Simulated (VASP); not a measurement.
Here is a VASP 6.6.1 calculation.

File INCAR:

```
PREC = Accurate ; ENCUT = 520
EDIFF = 1E-6 ; ISMEAR = -1
SIGMA = 0.1 ; LREAL = F
LASPH = T ; NELM = 80
ALGO = Normal ; ISIF = 2
LWAVE = F ; LCHARG = F
GGA = PS ; IVDW = 12
NBANDS = 14
```

Contents of KPOINTS:

```
regular mesh
0
Gamma
  10 10 3
```

The input POSCAR:

```
Al
1.0
    2.7978494414      0.0000000000      0.0000000000
   -1.3989247207      2.4230086923      0.0000000000
    0.0000000000      0.0000000000      9.2094488878
Al
4
Direct
    0.0000000000      0.0000000000      0.0000000000
    0.0000000000      0.0000000000      0.5000000000
    0.3333333333      0.6666666667      0.2500000000
    0.6666666667      0.3333333333      0.7500000000
```

Potentials or basis: VASP PAW PBE potentials, release 64 (Al).

Launch:

```bash
$ cat potpaw_PBE.64/Al/POTCAR > POTCAR
$ mpirun -np 1 vasp_std > vasp.out
```

(1) Estimate the pressure.

(2) Estimate the dispersion energy per atom.

(3) Estimate the band gap on the k mesh.

## Answers

(1) 0.1 GPa.

(2) -0.336 eV.

(3) zero (bands 6 and 7 overlap by 5.23 eV).

Caveat: the PAW data sets were made with another functional, which shifts forces and pressure a little.
